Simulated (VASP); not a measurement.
# FeO: single point with PBE

Crystal: FeO.

```xyz
2
Lattice="0.0000 2.3819 2.3819 2.3819 0.0000 2.3819 2.3819 2.3819 0.0000" Properties=species:S:1:pos:R:3 pbc="T T T"
Fe    0.0000    0.0000    0.0000
O     1.1909    1.1909    1.1909
```

| Item | Value |
| --- | --- |
| Program | VASP 6.6.1 |
| Task | single point |
| Functional | PBE |
| Potentials or basis | VASP PAW PBE potentials, release 64 (Fe_sv, O) |
| Cutoff | 600 eV |
| k mesh | 10 × 10 × 10 |
| Occupations | fermi-dirac, width 0.05 eV |
| Spin | collinear spin, ferromagnetic start |
| Starting moments | [3.0, 0.0] μB |
| Dipole correction | no |
| Second run | valence_matched |
| Further INCAR settings | ALGO = Normal; EDIFF = 1e-06; NBANDS = 22 |

* Pressure: -13.9 GPa
* Band gap on the k mesh: zero (filled and empty bands overlap)
* Net moment: 4.03 μB per cell
* Site moments: Fe +3.47; O +0.28 μB
* Valence electrons inside the program's atomic spheres: Fe 13.57; O 4.96

Levels at points of the mesh, in eV from the Fermi level:
Spin up:
```
           k point  band 10  band 11  band 12  band 13  band 14  band 15  band 16  band 17
(0.00, 0.00, 0.00)    -3.53    -0.99    -0.63    -0.63    -0.63    12.11    12.11    12.11
(0.50, 0.00, 0.00)    -3.39    -3.22    -1.41    -1.41     4.11     5.51    11.66    11.66
(0.50, 0.50, 0.00)    -3.29    -2.78    -2.46    -2.46     3.97     7.80     9.42    11.94
```
Spin down:
```csv
k point,band 6,band 7,band 8,band 9,band 10,band 11,band 12,band 13
"(0.00, 0.00, 0.00)",-4.80,-4.80,-4.80,-0.43,0.15,0.15,2.11,2.11
"(0.50, 0.00, 0.00)",-6.17,-4.59,-4.59,0.08,0.29,0.29,1.40,1.40
"(0.50, 0.50, 0.00)",-6.13,-4.44,-4.44,-0.89,0.43,0.51,0.80,0.80
```

Run time: 41 s on 1 thread of Intel(R) Xeon(R) Platinum 8488C (Sapphire Rapids), with other jobs on the host, peak memory 0.2 GiB.

Caveat: a cell with one magnetic atom can't hold antiferromagnetic order, which such compounds often take; semilocal functionals often make such compounds metallic where correlation or magnetic order opens a gap, which also shifts bond lengths. With open d or f shells a metallic result of PBE can be an artefact of self-interaction; +U or a hybrid may open a gap.
